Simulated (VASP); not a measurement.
# Al (Im-3m) in VASP: single point with PBEsol

Aim: the single point of Al with PBEsol.

Everything below comes from runs of VASP 6.6.1. Logs are shortened: lines on timing, memory, paths and dates and some standing lists are left out, and cuts for length are marked.

### Step 1. The cell of the first run

It takes space group Im-3m (No. 229, cubic). The conventional cell has a = 3.342 Å, b = 3.342 Å, c = 3.342 Å, α = 90.00°, β = 90.00°, γ = 90.00°. Within 3.8 Å of Al (site symmetry m-3m) lie 14 Al at 2.89 to 3.34 Å.

### Step 2. Single point, PBEsol (strain +0.050 along x and y, +0.050 along z)

Input file INCAR:

```
SYSTEM = Al
PREC = Accurate ; ENCUT = 520
EDIFF = 1E-6 ; ISMEAR = 0
SIGMA = 0.15 ; LREAL = .FALSE.
LASPH = .TRUE. ; NELM = 80
ALGO = Normal ; ISIF = 2
LWAVE = .FALSE. ; LCHARG = .FALSE.
GGA = PS ; NBANDS = 8
```

Input file KPOINTS:

```
Automatic mesh
0
G
  20 20 20
  0 0 0
```

Input file POSCAR:

```
Al
1.0
   -1.6707796245      1.6707796245      1.6707796245
    1.6707796245     -1.6707796245      1.6707796245
    1.6707796245      1.6707796245     -1.6707796245
Al
1
Direct
    0.0000000000      0.0000000000      0.0000000000
```

Potentials or basis: VASP PAW PBE potentials, release 64 (Al).

Command:

```
$ cat potpaw_PBE.64/Al/POTCAR > POTCAR
$ mpirun -np 1 vasp_std > vasp.out
```

OUTCAR:

```text
SYSTEM = Al
   PREC = Accurate
   ENCUT = 520
   EDIFF = 1E-6
   ISMEAR = 0
   LREAL = .FALSE.
   LASPH = .TRUE.
   NELM = 80
   ISIF = 2
   GGA = PS

 ion  position               nearest neighbor table
   1  0.000  0.000  0.000-

  LATTYP: Found a body centered cubic cell.
 ALAT       =     3.3415592490

  Lattice vectors:

 A1 = (  -1.6707796245,   1.6707796245,   1.6707796245)
 A2 = (   1.6707796245,  -1.6707796245,   1.6707796245)
 A3 = (   1.6707796245,   1.6707796245,  -1.6707796245)

Analysis of symmetry for initial positions (statically):
=====================================================================
 Subroutine PRICEL returns:
 Original cell was already a primitive cell.

 Routine SETGRP: Setting up the symmetry group for a
 body centered cubic supercell.

 Subroutine GETGRP returns: Found 48 space group operations
 (whereof 48 operations were pure point group operations)
 out of a pool of 48 trial point group operations.

The static configuration has the point symmetry O_h .

Analysis of symmetry for dynamics (positions and initial velocities):
=====================================================================
 Subroutine PRICEL returns:
 Original cell was already a primitive cell.

 Routine SETGRP: Setting up the symmetry group for a
 body centered cubic supercell.

 Subroutine GETGRP returns: Found 48 space group operations
 (whereof 48 operations were pure point group operations)
 out of a pool of 48 trial point group operations.

The dynamic configuration has the point symmetry O_h .

 Subroutine INISYM returns: Found 48 space group operations
 (whereof 48 operations are pure point group operations),
 and found     1 'primitive' translations

----------------------------------------------------------------------------------------

                                     Primitive cell

  volume of cell :      18.6560

  direct lattice vectors                    reciprocal lattice vectors
    -1.670779624  1.670779624  1.670779624     0.000000000  0.299261490  0.299261490
     1.670779624 -1.670779624  1.670779624     0.299261490  0.000000000  0.299261490
     1.670779624  1.670779624 -1.670779624     0.299261490  0.299261490  0.000000000

  length of vectors
     2.893875198  2.893875198  2.893875198     0.423219658  0.423219658  0.423219658

  position of ions in fractional coordinates (direct lattice)
     0.000000000  0.000000000  0.000000000

  ion indices of the primitive-cell ions
   primitive index   ion index
                 1           1
[... 70 lines left out ...]
   ENCUT  =  520.0 eV  38.22 Ry    6.18 a.u.   5.38  5.38  5.38*2*pi/ulx,y,z
   NELM   =     80;   NELMIN=  2; NELMDL= -5     # of ELM steps
   EDIFF  = 0.1E-05   stopping-criterion for ELM
   LREAL  =      F    real-space projection
   EDIFFG = 0.1E-04   stopping-criterion for IOM
   NSW    =      0    number of steps for IOM
   IBRION =     -1    ionic relax: 0-MD 1-quasi-New 2-CG
   NFREE  =      0    steps in history (QN), initial steepest desc. (CG)
   ISIF   =      2    stress and relaxation
   ISYM   =      2    0-nonsym 1-usesym 2-fastsym
   POTIM  = 0.5000    time-step for ionic-motion
   TEBEG  =    0.0;   TEEND  =   0.0 temperature during run
   PSTRESS=    0.0 pullay stress
   NELECT =       3.0000    total number of electrons
   NUPDOWN=      -1.0000    fix difference up-down
   EMIN   =  10.00;   EMAX   =-10.00  energy-range for DOS
   EFERMI =   0.00;   METHOD = LEGACY
   ISMEAR =     0;   SIGMA  =   0.15  broadening in eV -4-tet -1-fermi 0-gaus
   EFERMI_NEDOS =   21; number of points for ismear=-14 and -15
   IALGO  =     38    algorithm
   IMIX   =      4    mixing-type and parameters
     AMIX     =   0.40;   BMIX     =  1.00
     AMIX_MAG =   1.60;   BMIX_MAG =  1.00
  volume/ion in A,a.u.               =      18.66       125.90
  Fermi-wavevector in a.u.,A,eV,Ry     =   0.890245  1.682319 10.783103  0.792536
  Thomas-Fermi vector in A             =   2.011910
   LORBIT       =      0    0 simple, 1 ext, 2 COOP (PROOUT), +10 PAW based schemes
   GGA     = PS    functional components
   LHFCALC =     F    Hartree Fock is set to
   AEXX    =    0.0000 exact exchange contribution
   IVDW    =     0    specifies the selected vdW correction
   LEPSILON=     F    determine dielectric tensor
   LRPA    =     F    only Hartree local field effects (RPA)
 non-spin polarized calculation
 Gauss-broadening in eV      SIGMA  =   0.15
  energy-cutoff  :      520.00
  volume of cell :       18.66
 maximum number of plane-waves:       531
 NGX is ok and might be reduce to    24
   NGX = 11   NGY = 11   NGZ = 11

 number of electron       3.0000000 magnetization

 Free energy of the ion-electron system (eV)
  ---------------------------------------------------
  ext. energy  EPLUGINS =         0.00000000
  ---------------------------------------------------
  free energy    TOTEN  =        -3.94864360 eV

  energy without entropy =       -3.94400534  energy(sigma->0) =       -3.94632447

 E-fermi :   6.7054     XC(G=0):  -9.8207

 val. band max:        6.6935455272   @ k =  -0.4000   0.4000   0.2000
 cond. band min:       6.7532831050   @ k =  -0.4500   0.4500   0.4500
 fundamental gap:      0.0597375778
 Fermi energy:         6.7054313887

 k-point     1 :       0.0000    0.0000    0.0000
  band No.  band energies     occupation
      1      -3.5752      2.00000
      2      19.2535      0.00000
      3      19.2535      0.00000
      4      19.2535      0.00000
      5      19.7102      0.00000
      6      19.7102      0.00000
      7      19.7102      0.00000
      8      22.0914      0.00000
[... 243 lines left out ...]
 k-point    24 :       0.2500    0.1000   -0.0000
  band No.  band energies     occupation
      1      -1.0096      2.00000
      2       9.1157      0.00000
      3      12.6706      0.00000
      4      14.9936      0.00000
      5      18.0128      0.00000
      6      19.8775      0.00000
      7      22.0911      0.00000
      8      25.3554      0.00000

 [... further k-points ...]
[... 5 lines left out ...]
  --------------------------------------------------------------------------------------
  -------------------------------------------------------------------------------------
  Total       -0.7665251     -0.7665251     -0.7665251      0.0000000      0.0000000      0.0000000
  in kB      -65.8293337    -65.8293337    -65.8293337      0.0000000      0.0000000      0.0000000
  external PRESSURE =     -65.8293337 kB  Pullay stress =       0.0000000 kB

 VOLUME and BASIS-vectors are now :
 -----------------------------------------------------------------------------
  energy-cutoff  :      520.00
  volume of cell :       18.66
      direct lattice vectors                 reciprocal lattice vectors
    -1.670779624  1.670779624  1.670779624     0.000000000  0.299261490  0.299261490
     1.670779624 -1.670779624  1.670779624     0.299261490  0.000000000  0.299261490
     1.670779624  1.670779624 -1.670779624     0.299261490  0.299261490  0.000000000

 POSITION                                       TOTAL-FORCE (eV/Angst)
 -----------------------------------------------------------------------------------
      0.00000      0.00000      0.00000         0.000000      0.000000     -0.000000
 -----------------------------------------------------------------------------------
    total drift:                                0.000000     -0.000000     -0.000000

  FREE ENERGIE OF THE ION-ELECTRON SYSTEM (eV)
  ---------------------------------------------------
  free  energy   TOTEN  =        -3.9486436042 eV

  energy  without entropy=       -3.9440053376  energy(sigma->0) =       -3.94632447
```

Run time: 8.8 s. Hardware: 1 thread of Intel Xeon Platinum 8559C (Emerald Rapids), shared host; peak memory 0.15 GiB.

What came out:

* Free energy: -3.9486 eV
* Pressure: -6.6 GPa

Levels at points of the mesh, in eV from the Fermi level:
```tsv
k point	band 1	band 2	band 3	band 4	band 5	band 6
(0.00, 0.00, 0.00)	-10.28	12.55	12.55	12.55	13.00	13.00
(0.50, 0.00, 0.00)	-3.85	-3.71	7.29	8.00	9.15	10.44
(0.50, 0.50, 0.50)	1.70	1.70	1.70	3.17	3.17	4.25
```

Caveat: the cell differs from its parent crystal (strain +0.050 along x and y, +0.050 along z); the PAW data sets were made with another functional, which shifts forces and pressure a little.
